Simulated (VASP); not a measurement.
A run of VASP 6.6.1 is set up as follows.

INCAR

```
PREC = Accurate
ENCUT = 520
EDIFF = 1E-7
ISMEAR = -1
SIGMA = 0.05
LREAL = F
LASPH = T
NELM = 80
ALGO = Normal
ISIF = 2
LWAVE = F
LCHARG = F
GGA = PS
NBANDS = 46
```

File KPOINTS:

```
Automatic mesh
0
Gamma
  7 7 7
```

File POSCAR:

```
GaCuSe2
1.0
   -2.8465220030      2.8465220030      5.5855477933
    2.8465220030     -2.8465220030      5.5855477933
    2.8465220030      2.8465220030     -5.5855477933
Se Ga Cu
4 2 2
Direct
    0.1256200000      0.6250000000      0.0006200000
    0.8750000000      0.8743800000      0.4993800000
    0.6243800000      0.1250000000      0.9993800000
    0.3750000000      0.3756200000      0.5006200000
    0.2500000000      0.7500000000      0.5000000000
    0.5000000000      0.5000000000      0.0000000000
    0.7500000000      0.2500000000      0.5000000000
    0.0000000000      0.0000000000      0.0000000000
```

Potentials or basis: VASP PAW PBE potentials, release 64 (Se, Ga_d, Cu).

Run with:

```sh
$ cat potpaw_PBE.64/Se/POTCAR potpaw_PBE.64/Ga_d/POTCAR potpaw_PBE.64/Cu/POTCAR > POTCAR
$ mpirun -np 1 vasp_std > vasp.out
```

Question: Estimate the band gap on the k mesh.

Answer: 0.02 eV.

Question: What does it give for the pressure?

Answer: -2.9 GPa.

Stress tensor (GPa, compression positive):
```
-2.98  0.00  0.00
 0.00 -2.98  0.00
 0.00  0.00 -2.72
```

Caveat: the smearing spreads over this small gap; semilocal functionals underestimate gaps, and a narrow one can read as zero; the PAW data sets were made with another functional, which shifts forces and pressure a little.
